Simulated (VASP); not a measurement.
A run of VASP 6.6.1:

The input INCAR:

```
SYSTEM = B
PREC = Accurate
ENCUT = 520
EDIFF = 1E-7
ISMEAR = 0
SIGMA = 0.15
LREAL = .FALSE.
LASPH = .TRUE.
NELM = 100
ALGO = Normal
ISIF = 2
LWAVE = .FALSE.
LCHARG = .FALSE.
GGA = PS
NBANDS = 8
```

KPOINTS

```
Automatic mesh
0
G
  33 33 14
  0 0 0
```

Contents of POSCAR:

```
B
1.0
    1.7279700794      0.0000000000      0.0000000000
   -0.8639850397      1.4964659858      0.0000000000
    0.0000000000      0.0000000000      3.6354228500
B
1
Direct
    0.0000000000      0.0000000000      0.0000000000
```

Potentials or basis: VASP PAW PBE potentials, release 64 (B).

The run is started by

```console
$ cat potpaw_PBE.64/B/POTCAR > POTCAR
$ mpirun -np 1 vasp_std > vasp.out
```

Hardware: 1 thread of Intel Xeon 6975P-C (shared host).

**Question.** How long does it take, and how much memory?

**Answer.** Wall time 41 s on 1 thread of Intel Xeon 6975P-C, on a shared host, peak memory 0.16 GiB. Counts: scf iterations 12, k points 864.
